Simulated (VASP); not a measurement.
# AlN (Pm) in VASP: notebook

Runs on AlN. Level: LDA. Tasks: single point.

Everything below comes from runs of VASP 6.6.1. Logs are shortened: lines on timing, memory, paths and dates and some standing lists are left out, and cuts for length are marked.

## Step 1: The cell of the first run

The structure is monoclinic, space group Pm (No. 6). The conventional cell has a = 3.276 Å, b = 4.101 Å, c = 5.674 Å, α = 90.00°, β = 90.00°, γ = 90.00°. Within 1.8 Å of Al (site symmetry m) lie 1 N at 1.34 Å. Within 2.5 Å of Al (site symmetry m) lie 5 N at 1.89 to 2.05 Å. Al (site symmetry m) has 5 N at 1.89 to 2.05 Å and 2 Al at 2.45 Å within 2.5 Å. Al (site symmetry m) has 5 N at 1.89 to 2.05 Å within 2.5 Å. Within 2.5 Å of N (site symmetry m) lie 5 Al at 1.89 to 2.12 Å. N (site symmetry m) has 5 Al at 1.89 to 2.05 Å within 2.5 Å. Within 1.8 Å of N (site symmetry m) lie 1 Al at 1.34 Å. N (site symmetry m) has 5 Al at 1.89 to 2.24 Å within 2.5 Å.

## Step 2: Single point, LDA (atom 1 (Al) moved by +0.496 Å along [1 0 0] and -0.248 Å along [1 2 0])

Input file INCAR:

```
SYSTEM = AlN
ALGO = Normal ; EDIFF = 1E-6
ENCUT = 520 ; ISIF = 2
ISMEAR = 0 ; LASPH = .True.
LCHARG = .True. ; LELF = .True.
LREAL = .False. ; LVHAR = .True.
LWAVE = .False. ; NBANDS = 26
NELM = 60 ; PREC = Accurate
SIGMA = 0.05
```

Input file KPOINTS:

```
k-points
0
Gamma
  8 6 4
  0 0 0
```

Input file POSCAR:

```
AlN
1.0
   -1.6378403119      2.8368226349      0.0000000000
    0.0000000000      0.0000000000      4.1006264518
    4.9135209358      2.8368226349      0.0000000000
Al N
4 4
Direct
    0.3587242307      0.7500000000      0.2205206857
    1.0000000000      0.7500000000      0.6666666667
    0.0000000000      0.2500000000      0.3333333333
    0.5000000000      0.2500000000      0.8333333333
    0.5000000000      0.2500000000      0.1666666667
    1.0000000000      0.2500000000      0.6666666667
    0.0000000000      0.7500000000      0.3333333333
    0.5000000000      0.7500000000      0.8333333333
```

Potentials or basis: VASP PAW LDA potentials, release 64 (Al, N).

Launch:

```bash
> cat potpaw_LDA.64/Al/POTCAR potpaw_LDA.64/N/POTCAR > POTCAR
> mpirun -np 1 vasp_std > vasp.out
```

OUTCAR:

```text
SYSTEM = AlN
   EDIFF = 1E-6
   ENCUT = 520
   ISIF = 2
   ISMEAR = 0
   LASPH = .True.
   LREAL = .False.
   NELM = 60
   PREC = Accurate

 ion  position               nearest neighbor table
   1  0.359  0.750  0.221-   7 1.34   5 2.12   5 2.12   7 2.20   8 2.24   3 2.45   3 2.45   2 2.79
                             3 3.00   3 3.00   4 3.04   4 3.04   2 3.29   2 3.35
   2  0.000  0.750  0.667-   8 1.89   8 1.89   7 1.89   6 2.05   6 2.05   4 2.79   4 2.79   4 2.79
                             4 2.79   3 2.79   3 2.79   1 2.79   1 3.29   1 3.35
   3  0.000  0.250  0.333-   5 1.89   5 1.89   6 1.89   7 2.05   7 2.05   1 2.45   1 2.45   2 2.79
                             2 2.79   1 3.00   1 3.00   4 3.28   4 3.28   4 3.28   4 3.28
   4  0.500  0.250  0.833-   6 1.89   6 1.89   5 1.89   8 2.05   8 2.05   2 2.79   2 2.79   2 2.79
                             2 2.79   1 3.04   1 3.04   3 3.28   3 3.28   3 3.28   3 3.28
   5  0.500  0.250  0.167-   3 1.89   3 1.89   4 1.89   1 2.12   1 2.12
   6  0.000  0.250  0.667-   4 1.89   4 1.89   3 1.89   2 2.05   2 2.05
   7  0.000  0.750  0.333-   1 1.34   2 1.89   3 2.05   3 2.05   1 2.20
   8  0.500  0.750  0.833-   2 1.89   2 1.89   4 2.05   4 2.05   1 2.24

  LATTYP: Found a simple orthorhombic cell.
 ALAT       =     3.2756806238
 B/A-ratio  =     1.2518395176
 C/A-ratio  =     1.7320508076

  Lattice vectors:

 A1 = (  -1.6378403119,   2.8368226349,   0.0000000000)
 A2 = (   0.0000000000,   0.0000000000,   4.1006264518)
 A3 = (   4.9135209358,   2.8368226349,   0.0000000000)

Analysis of symmetry for initial positions (statically):
=====================================================================
 Subroutine PRICEL returns:
 Original cell was already a primitive cell.

 Routine SETGRP: Setting up the symmetry group for a
 simple orthorhombic supercell.

 Subroutine GETGRP returns: Found  2 space group operations
 (whereof  1 operations were pure point group operations)
 out of a pool of  8 trial point group operations.

The static configuration has the point symmetry C_1 .
 The point group associated with its full space group is C_1h.

Analysis of symmetry for dynamics (positions and initial velocities):
=====================================================================
 Subroutine PRICEL returns:
 Original cell was already a primitive cell.

 Routine SETGRP: Setting up the symmetry group for a
 simple orthorhombic supercell.

 Subroutine GETGRP returns: Found  2 space group operations
 (whereof  1 operations were pure point group operations)
 out of a pool of  8 trial point group operations.

The dynamic configuration has the point symmetry C_1 .
 The point group associated with its full space group is C_1h.

 Subroutine INISYM returns: Found  2 space group operations
 (whereof  1 operations are pure point group operations),
 and found     1 'primitive' translations

----------------------------------------------------------------------------------------

                                     Primitive cell

  volume of cell :      76.2103

  direct lattice vectors                    reciprocal lattice vectors
    -1.637840312  2.836822635  0.000000000    -0.152640033  0.264380293  0.000000000
     0.000000000  0.000000000  4.100626452     0.000000000  0.000000000  0.243865178
     4.913520936  2.836822635  0.000000000     0.152640033  0.088126764  0.000000000

  length of vectors
     3.275680624  4.100626452  5.673645270     0.305280067  0.243865178  0.176253529

  position of ions in fractional coordinates (direct lattice)
     0.358724231  0.750000000  0.220520686
     0.000000000  0.750000000  0.666666667
     0.000000000  0.250000000  0.333333333
     0.500000000  0.250000000  0.833333333
     0.500000000  0.250000000  0.166666667
     0.000000000  0.250000000  0.666666667
     0.000000000  0.750000000  0.333333333
     0.500000000  0.750000000  0.833333333

  ion indices of the primitive-cell ions
   primitive index   ion index
                 1           1
                 2           2
                 3           3
                 4           4
                 5           5
                 6           6
                 7           7
                 8           8

----------------------------------------------------------------------------------------

 KPOINTS: k-points

Automatic generation of k-mesh.
 Grid dimensions read from file:
 generate k-points for:    8    6    4

 Generating k-lattice:

  Cartesian coordinates                     Fractional coordinates (reciprocal lattice)
    -0.019080004  0.033047537  0.000000000     0.125000000  0.000000000  0.000000000
     0.000000000  0.000000000  0.040644196     0.000000000  0.166666667  0.000000000
     0.038160008  0.022031691  0.000000000     0.000000000  0.000000000  0.250000000

  Length of vectors
     0.038160008  0.040644196  0.044063382

  Shift w.r.t. Gamma in fractional coordinates (k-lattice)
     0.000000000  0.000000000  0.000000000

 Subroutine IBZKPT returns following result:
 ===========================================

 Found     72 irreducible k-points:

 Following reciprocal coordinates:
            Coordinates               Weight
  0.000000  0.000000  0.000000      1.000000
  0.125000  0.000000  0.000000      2.000000
  0.250000  0.000000  0.000000      2.000000
  0.375000  0.000000  0.000000      2.000000
  0.500000  0.000000  0.000000      1.000000
  0.000000  0.166667  0.000000      2.000000
[... 16 lines left out ...]
  0.125000  0.000000 -0.250000      2.000000
  0.250000  0.000000  0.250000      2.000000
 [... further k-points ...]
   k-points           NKPTS =     72   k-points in BZ     NKDIM =     72   number of bands    NBANDS=     26
   number of dos      NEDOS =    301   number of ions     NIONS =      8
   total plane-waves  NPLWV =  30240
   dimension x,y,z NGX =    24 NGY =   30 NGZ =   42
   dimension x,y,z NGXF=    48 NGYF=   60 NGZF=   84
   ions per type =               4   4
   NGX,Y,Z   is equivalent  to a cutoff of  12.18, 12.16, 12.31 a.u.
   NGXF,Y,Z  is equivalent  to a cutoff of  24.36, 24.32, 24.61 a.u.
 SYSTEM =  AlN
   PREC   = accura    normal or accurate (medium, high low for compatibility)
   ISTART =      0    job   : 0-new  1-cont  2-samecut
   ICHARG =      2    charge: 1-file 2-atom 10-const
   ISPIN  =      1    spin polarized calculation?
   LNONCOLLINEAR =      F non collinear calculations
   LSORBIT =      F    spin-orbit coupling
   LASPH  =      T    aspherical Exc in radial PAW
   ENCUT  =  520.0 eV  38.22 Ry    6.18 a.u.   6.09  7.62 10.55*2*pi/ulx,y,z
   NELM   =     60;   NELMIN=  2; NELMDL= -5     # of ELM steps
   EDIFF  = 0.1E-05   stopping-criterion for ELM
   LREAL  =      F    real-space projection
   EDIFFG = 0.1E-04   stopping-criterion for IOM
   NSW    =      0    number of steps for IOM
   IBRION =     -1    ionic relax: 0-MD 1-quasi-New 2-CG
   NFREE  =      0    steps in history (QN), initial steepest desc. (CG)
   ISIF   =      2    stress and relaxation
   ISYM   =      2    0-nonsym 1-usesym 2-fastsym
   POTIM  = 0.5000    time-step for ionic-motion
   TEBEG  =    0.0;   TEEND  =   0.0 temperature during run
   PSTRESS=    0.0 pullay stress
   NELECT =      32.0000    total number of electrons
   NUPDOWN=      -1.0000    fix difference up-down
   EMIN   =  10.00;   EMAX   =-10.00  energy-range for DOS
   EFERMI =   0.00;   METHOD = LEGACY
   ISMEAR =     0;   SIGMA  =   0.05  broadening in eV -4-tet -1-fermi 0-gaus
   EFERMI_NEDOS =   21; number of points for ismear=-14 and -15
   IALGO  =     38    algorithm
   IMIX   =      4    mixing-type and parameters
     AMIX     =   0.40;   BMIX     =  1.00
     AMIX_MAG =   1.60;   BMIX_MAG =  1.00
  volume/ion in A,a.u.               =       9.53        64.29
  Fermi-wavevector in a.u.,A,eV,Ry     =   1.225896  2.316607 20.447110  1.502820
  Thomas-Fermi vector in A             =   2.360917
   LORBIT       =      0    0 simple, 1 ext, 2 COOP (PROOUT), +10 PAW based schemes
   GGA     = CA    functional components
   LHFCALC =     F    Hartree Fock is set to
   AEXX    =    0.0000 exact exchange contribution
   IVDW    =     0    specifies the selected vdW correction
   LEPSILON=     F    determine dielectric tensor
   LRPA    =     F    only Hartree local field effects (RPA)
 non-spin polarized calculation
 Gauss-broadening in eV      SIGMA  =   0.05
  energy-cutoff  :      520.00
  volume of cell :       76.21
 maximum number of plane-waves:      2088
   NGX = 13   NGY = 15   NGZ = 21

 number of electron      32.0000003 magnetization

 Free energy of the ion-electron system (eV)
  ---------------------------------------------------
  ext. energy  EPLUGINS =         0.00000000
  ---------------------------------------------------
  free energy    TOTEN  =       -58.52191385 eV

  energy without entropy =      -58.52191385  energy(sigma->0) =      -58.52191385

 E-fermi :   8.2844     XC(G=0): -11.6511

 val. band max:        7.9900785388   @ k =   0.0000   0.0000   0.0000
 cond. band min:      11.1044878729   @ k =   0.0000   0.0000   0.0000
 fundamental gap:      3.1144093341
 Fermi energy:         8.2843866859

 k-point     1 :       0.0000    0.0000    0.0000
  band No.  band energies     occupation
      1      -9.0560      2.00000
      2      -6.9214      2.00000
      3      -5.7970      2.00000
      4      -4.5564      2.00000
      5       0.7042      2.00000
      6       1.3310      2.00000
[... 18 lines left out ...]
     25      17.5881      0.00000
     26      18.9555      0.00000

 k-point     2 :       0.1250    0.0000    0.0000
  band No.  band energies     occupation
      1      -8.9246      2.00000
      2      -6.8125      2.00000
      3      -5.8224      2.00000
      4      -4.5653      2.00000
      5       0.8393      2.00000
      6       1.2845      2.00000
[... 18 lines left out ...]
     25      18.0746      0.00000
[... 608 lines left out ...]
     25      17.8784      0.00000
     26      18.3670      0.00000

 k-point    24 :       0.2500    0.0000    0.2500
  band No.  band energies     occupation
      1      -8.4500      2.00000
      2      -6.8708      2.00000
      3      -5.7386      2.00000
      4      -4.6007      2.00000
      5       1.3313      2.00000
      6       1.5248      2.00000
[... 18 lines left out ...]
     25      18.0941      0.00000
     26      18.1266      0.00000

 [... further k-points ...]
[... 5 lines left out ...]
  --------------------------------------------------------------------------------------
  -------------------------------------------------------------------------------------
  Total       27.5956655      8.7690273      0.8045639    -18.1126462      0.0000000      0.0000000
  in kB      580.1462846    184.3520892     16.9144232   -380.7838723      0.0000000      0.0000000
  external PRESSURE =     260.4709323 kB  Pullay stress =       0.0000000 kB

 VOLUME and BASIS-vectors are now :
 -----------------------------------------------------------------------------
  energy-cutoff  :      520.00
  volume of cell :       76.21
      direct lattice vectors                 reciprocal lattice vectors
    -1.637840312  2.836822635  0.000000000    -0.152640033  0.264380293  0.000000000
     0.000000000  0.000000000  4.100626452     0.000000000  0.000000000  0.243865178
     4.913520936  2.836822635  0.000000000     0.152640033  0.088126764  0.000000000

 POSITION                                       TOTAL-FORCE (eV/Angst)
 -----------------------------------------------------------------------------------
      0.49600      1.64322      3.07547       -30.267055     17.133128      0.000000
      3.27568      1.89122      3.07547         1.344366      0.400910      0.000000
      1.63784      0.94561      1.02516         1.026632     -1.105057      0.000000
      3.27568      3.78243      1.02516         0.262640      0.313368      0.000000
      0.00000      1.89122      1.02516         1.721636     -0.213904      0.000000
      3.27568      1.89122      1.02516        -0.664387     -0.391006      0.000000
      1.63784      0.94561      3.07547        25.903410    -15.861450      0.000000
      3.27568      3.78243      3.07547         0.672759     -0.275990      0.000000
 -----------------------------------------------------------------------------------
    total drift:                                0.000118      0.000362     -0.000000

  FREE ENERGIE OF THE ION-ELECTRON SYSTEM (eV)
  ---------------------------------------------------
  free  energy   TOTEN  =       -58.5219138512 eV

  energy  without entropy=      -58.5219138512  energy(sigma->0) =      -58.52191385
```

It took 69 s on 1 thread of AMD EPYC 9R45 (Zen 5), shared host; peak memory 0.19 GiB.

What came out:

- Free energy: -58.5219 eV
- Pressure: 26.0 GPa
- Largest force: 34.780 eV/Å
- Band gap on the k mesh: 3.11 eV

Forces on the atoms (eV/Å):
```
Al  -30.267  17.133   0.000
Al    1.344   0.401   0.000
Al    1.027  -1.105   0.000
Al    0.263   0.313   0.000
N     1.722  -0.214   0.000
N    -0.664  -0.391   0.000
N    25.903 -15.861   0.000
N     0.673  -0.276   0.000
```

Stress tensor (GPa, compression positive):
```
 58.01 -38.08   0.00
-38.08  18.44   0.00
  0.00   0.00   1.69
```

Caveat: the cell differs from its parent crystal (atom 1 (Al) moved by +0.496 Å along [1 0 0] and -0.248 Å along [1 2 0]); atoms lie so close that the PAW spheres overlap strongly, which falsifies energies and pressures; the cell stands under pressure; forces of over 1 eV/Å act on the atoms, so gaps and moduli don't describe the material at rest. A k mesh can miss the band edges.

## Step 3: Single point, LDA (atom 1 (Al) moved by -0.496 Å along [1 0 0] and +0.000 Å along [1 2 0])

Input file INCAR:

```
PREC = Accurate
ENCUT = 520
EDIFF = 1E-6
ISMEAR = 0
SIGMA = 0.05
LREAL = False
LASPH = True
NELM = 80
ALGO = Normal
ISIF = 2
LWAVE = False
LCHARG = False
NBANDS = 26
```

Input file KPOINTS:

```
regular mesh
0
Gamma
  8 6 4
```

Changes to POSCAR since step 2:

```diff
@@ -8,3 +8,3 @@
 Direct
-    0.3587242307      0.7500000000      0.2205206857
+    0.5757094566      0.7500000000      0.0909572101
     1.0000000000      0.7500000000      0.6666666667
```

Potentials or basis: VASP PAW LDA potentials, release 64 (Al, N).

Launch:

```bash
> cat potpaw_LDA.64/Al/POTCAR potpaw_LDA.64/N/POTCAR > POTCAR
> mpirun -np 1 vasp_std > vasp.out
```

OUTCAR:

```text
PREC = Accurate
   ENCUT = 520
   EDIFF = 1E-6
   ISMEAR = 0
   LREAL = False
   LASPH = True
   NELM = 80
   ISIF = 2

 ion  position               nearest neighbor table
   1  0.576  0.750  0.091-   8 1.48   7 1.96   5 2.11   5 2.11   7 2.33   4 2.53   4 2.53   2 2.78
                             3 2.83   3 2.83   2 3.06   3 3.11   3 3.11
   2  0.000  0.750  0.667-   8 1.89   8 1.89   7 1.89   6 2.05   6 2.05   1 2.78   4 2.79   4 2.79
                             4 2.79   4 2.79   3 2.79   3 2.79   1 3.06
   3  0.000  0.250  0.333-   5 1.89   5 1.89   6 1.89   7 2.05   7 2.05   2 2.79   2 2.79   1 2.83
                             1 2.83   1 3.11   1 3.11   4 3.28   4 3.28   4 3.28   4 3.28
   4  0.500  0.250  0.833-   6 1.89   6 1.89   5 1.89   8 2.05   8 2.05   1 2.53   1 2.53   2 2.79
                             2 2.79   2 2.79   2 2.79   3 3.28   3 3.28   3 3.28   3 3.28
   5  0.500  0.250  0.167-   3 1.89   3 1.89   4 1.89   1 2.11   1 2.11
   6  0.000  0.250  0.667-   4 1.89   4 1.89   3 1.89   2 2.05   2 2.05
   7  0.000  0.750  0.333-   2 1.89   1 1.96   3 2.05   3 2.05   1 2.33
   8  0.500  0.750  0.833-   1 1.48   2 1.89   2 1.89   4 2.05   4 2.05

  LATTYP: Found a simple orthorhombic cell.
 ALAT       =     3.2756806238
 B/A-ratio  =     1.2518395176
 C/A-ratio  =     1.7320508076

  Lattice vectors:

 A1 = (  -1.6378403119,   2.8368226349,   0.0000000000)
[... 196 lines left out ...]
 Fermi energy:         8.4630088911

 k-point     1 :       0.0000    0.0000    0.0000
  band No.  band energies     occupation
      1      -9.3574      2.00000
      2      -6.5929      2.00000
      3      -6.1633      2.00000
      4      -4.2358      2.00000
      5       0.5428      2.00000
      6       1.4713      2.00000
[... 685 lines left out ...]
     25      17.8599      0.00000
     26      18.3426      0.00000

 [... further k-points ...]
[... 5 lines left out ...]
  --------------------------------------------------------------------------------------
  -------------------------------------------------------------------------------------
  Total       11.0965968      7.7113337      0.6160022     10.0854938      0.0000000      0.0000000
  in kB      233.2848027    162.1160975     12.9502720    212.0282890      0.0000000      0.0000000
  external PRESSURE =     136.1170574 kB  Pullay stress =       0.0000000 kB

 VOLUME and BASIS-vectors are now :
 -----------------------------------------------------------------------------
  energy-cutoff  :      520.00
  volume of cell :       76.21
      direct lattice vectors                 reciprocal lattice vectors
    -1.637840312  2.836822635  0.000000000    -0.152640033  0.264380293  0.000000000
     0.000000000  0.000000000  4.100626452     0.000000000  0.000000000  0.243865178
     4.913520936  2.836822635  0.000000000     0.152640033  0.088126764  0.000000000

 POSITION                                       TOTAL-FORCE (eV/Angst)
 -----------------------------------------------------------------------------------
     -0.49600      1.89122      3.07547        16.386306     10.464715      0.000000
      3.27568      1.89122      3.07547        -2.366092     -1.141978      0.000000
      1.63784      0.94561      1.02516        -0.551303      0.025234      0.000000
      3.27568      3.78243      1.02516        -0.213664     -0.542624      0.000000
      0.00000      1.89122      1.02516        -2.139368     -0.501569      0.000000
      3.27568      1.89122      1.02516         0.898098      0.553067      0.000000
      1.63784      0.94561      3.07547        -1.054144     -0.403617      0.000000
      3.27568      3.78243      3.07547       -10.959832     -8.453227      0.000000
 -----------------------------------------------------------------------------------
    total drift:                               -0.000552     -0.000244     -0.000000

  FREE ENERGIE OF THE ION-ELECTRON SYSTEM (eV)
  ---------------------------------------------------
  free  energy   TOTEN  =       -61.5437302125 eV

  energy  without entropy=      -61.5437302125  energy(sigma->0) =      -61.54373021
```

It took 64 s on 1 thread of AMD EPYC 9R45 (Zen 5), shared host; peak memory 0.19 GiB.

Results:

```
Free energy            : -61.5437 eV
Pressure               : 13.6 GPa
Largest force          : 19.443 eV/Å
Band gap on the k mesh : 2.47 eV (least direct gap 2.48 eV)
```

Forces in eV/Å, atoms in the order of the input:
```
Al   16.386  10.465   0.000
Al   -2.366  -1.142   0.000
Al   -0.551   0.025   0.000
Al   -0.214  -0.543   0.000
N    -2.139  -0.502   0.000
N     0.898   0.553   0.000
N    -1.054  -0.404   0.000
N   -10.960  -8.453   0.000
```

Levels at points of the mesh, in eV from the valence-band top:
```csv
k point,band 14,band 15,band 16,band 17,band 18,band 19
"(0.00, 0.00, 0.00)",-1.83,-0.07,-0.01,2.47,3.77,4.59
"(0.50, 0.00, 0.00)",-2.25,-2.18,-1.93,4.78,4.80,5.69
"(0.00, 0.50, 0.00)",-1.64,-1.53,-0.75,3.64,4.76,5.64
"(0.50, 0.50, 0.00)",-1.51,-0.50,-0.46,5.24,5.34,6.27
"(0.00, 0.00, 0.50)",-2.06,-0.67,0.00,3.39,5.02,5.93
"(0.50, 0.00, 0.50)",-2.52,-1.61,-1.25,3.15,4.01,6.03
"(0.00, 0.50, 0.50)",-1.53,-1.37,-0.82,3.39,4.87,5.23
"(0.50, 0.50, 0.50)",-2.28,-1.25,-0.91,4.30,4.48,5.28
```

Caveat: the cell differs from its parent crystal (atom 1 (Al) moved by -0.496 Å along [1 0 0] and +0.000 Å along [1 2 0]); the cell stands under pressure; forces of over 1 eV/Å act on the atoms, so gaps and moduli don't describe the material at rest. A k mesh can miss the band edges.

[end of part 1 of 3]
